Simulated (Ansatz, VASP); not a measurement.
One calculation of AlFe, two programs

```
Al Fe
1.0
     3.07199    0.00000    0.00000
     0.00000    3.07199    0.00000
     0.00000    0.00000    2.61119
Al Fe
1 1
Direct
  0.00000 0.00000 0.00000
  0.50000 0.50000 0.50000
```

Alike in both runs: task single point; functional PBE; k mesh 18 × 18 × 18; occupations gaussian, width 0.15 eV; collinear spin.

|  | VASP | Ansatz |
| --- | --- | --- |
| version | VASP 6.6.1 | Ansatz 0.2.0 |
| potentials or method | VASP PAW PBE potentials, release 64 (Al, Fe), cutoff 520 eV | scalar-relativistic, plane waves, PAW |
| valence electrons in the cell | 11 | 19 |

|  | VASP | Ansatz | Ansatz less VASP |
| --- | --- | --- | --- |
| gap on the k mesh at the Fermi level (eV) | none | none | - |
| pressure (GPa) | 0.5 | 0.6 | +0.05 |
| traceless stress, the component that is largest in VASP (GPa) | 8.45 | 8.37 | -0.086 |
| net moment per atom (μB) | 0.69 | 0.69 | 0.000 |
| size of the moment on the site where the two differ most (μB) | 0.04 | 0.06 | +0.017 |

Site moments also hang on the region over which each program counts them. A gap of «none» marks a metal or a gap that the smearing closes. VASP's potentials hold 11 valence electrons a cell and Ansatz's 19, so a difference there can come from the potentials and not from the codes.
